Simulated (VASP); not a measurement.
Ge, 4 atoms in the cell. Symmetry: P6_3/mmc, No. 194, hexagonal system. The conventional cell has a = 3.996 Å, b = 3.996 Å, c = 6.603 Å, α = 90.00°, β = 90.00°, γ = 120.00°. Ge (site symmetry 3m) has 4 Ge at 2.45 to 2.47 Å within 3.2 Å. 

| Item | Value |
| --- | --- |
| Program | VASP 6.6.1 |
| Task | single point |
| Functional | r2SCAN |
| Potentials or basis | VASP PAW PBE potentials, release 64 (Ge_d) |
| Cutoff | 520 eV |
| k mesh | 12 × 12 × 6 |
| Occupations | gaussian, width 0.01 eV |
| Spin | no spin polarisation |
| Dipole correction | no |
| Further INCAR settings | ALGO = Normal; EDIFF = 1e-07; NBANDS = 36 |

Potentials or basis: VASP PAW PBE potentials, release 64 (Ge_d).

The run is started by

```console
$ cat potpaw_PBE.64/Ge_d/POTCAR > POTCAR
$ cp INCAR.step1 INCAR
$ mpirun -np 1 vasp_std > vasp.out
$ cp INCAR.step2 INCAR
$ mpirun -np 1 vasp_std > vasp.out
```

Hardware: 1 thread of Intel(R) Xeon(R) 6975P-C (Granite Rapids) (shared host).

How long does it take, and how much memory?

It took 8.3 min on 1 thread of Intel(R) Xeon(R) 6975P-C (Granite Rapids) (shared host), peak memory 0.32 GiB. Counts: k points 76.
